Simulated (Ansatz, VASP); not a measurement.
# One calculation of SrO, two programs

Contents of INCAR:

```
  ALGO = Normal
  EDIFF = 1E-6
  ENCUT = 600
  GGA = PE
  GGA_COMPAT = False
  ISIF = 2
  ISMEAR = 0
  LASPH = True
  LCHARG = True
  LELF = True
  LREAL = False
  LVHAR = True
  LWAVE = False
  NBANDS = 24
  NELM = 120
  PREC = Accurate
  SIGMA = 0.05
```

File KPOINTS:

```
k-points
0
Gamma
  6 6 6
```

The input POSCAR:

```
SrO
1.0
    4.2754662656      0.0000000000      0.0000000000
   -2.1377331328      3.7026623990      0.0000000000
    0.0000000000      0.0000000000      5.1555949900
Sr O
2 2
Direct
    0.3333333333      0.6666666667      0.9381277000
    0.6666666667      0.3333333333      0.4381277000
    0.3535890283      0.7071780565      0.4368723000
    0.6869223616      0.3738447232      0.9368723000
```

Input for Ansatz:

```yaml
crystal:
  lattice:
    - [4.2754662656, 0.0, 0.0]
    - [-2.1377331328, 3.702662399, 0.0]
    - [0.0, 0.0, 5.15559499]
  atoms:
    - { symbol: Sr, position: [0.3333333333, 0.6666666667, 0.9381277] }
    - { symbol: Sr, position: [0.6666666667, 0.3333333333, 0.4381277] }
    - { symbol: O, position: [0.3535890283, 0.7071780565, 0.4368723] }
    - { symbol: O, position: [0.6869223616, 0.3738447232, 0.9368723] }
basis:
  ecutwfc: 420
kpoints:
  mp_grid: { grid: [6, 6, 6] }
hamiltonian:
  xc: pbe
scf:
  occupations: { method: gaussian, width: 0.05 }
output:
  forces: true
  stress: true
  eigenvalues: true
  write_density: true
  write_potential: true
  elf: true
  volumetric_format: npy
```

Change from the starting cell: all O atoms moved +0.150 Å, as atom 3 along Cartesian [0 1 0].

Alike in both runs: task single point; functional PBE; k mesh 6 × 6 × 6; occupations gaussian, width 0.05 eV; no spin polarisation.

|  | VASP | Ansatz |
| --- | --- | --- |
| version | VASP 6.6.1 | Ansatz 0.2.0 |
| potentials or method | VASP PAW PBE potentials, release 64 (Sr_sv, O), cutoff 600 eV | scalar-relativistic, plane waves, PAW |
| valence electrons in the cell | 32 | 32 |

```tsv
	VASP	Ansatz	Ansatz less VASP
gap on the k mesh at the Fermi level (eV)	2.66	2.68	+0.017
least direct gap on the mesh (eV)	2.66	2.68	+0.017
pressure (GPa)	1.9	1.5	-0.42
traceless stress, the component that is largest in VASP (GPa)	-0.60	-0.57	+0.034
rms of the force components (eV/Å)	0.451	0.429	-0.0216
```

Atom by atom the forces differ by 0.022 eV/Å (rms over components).
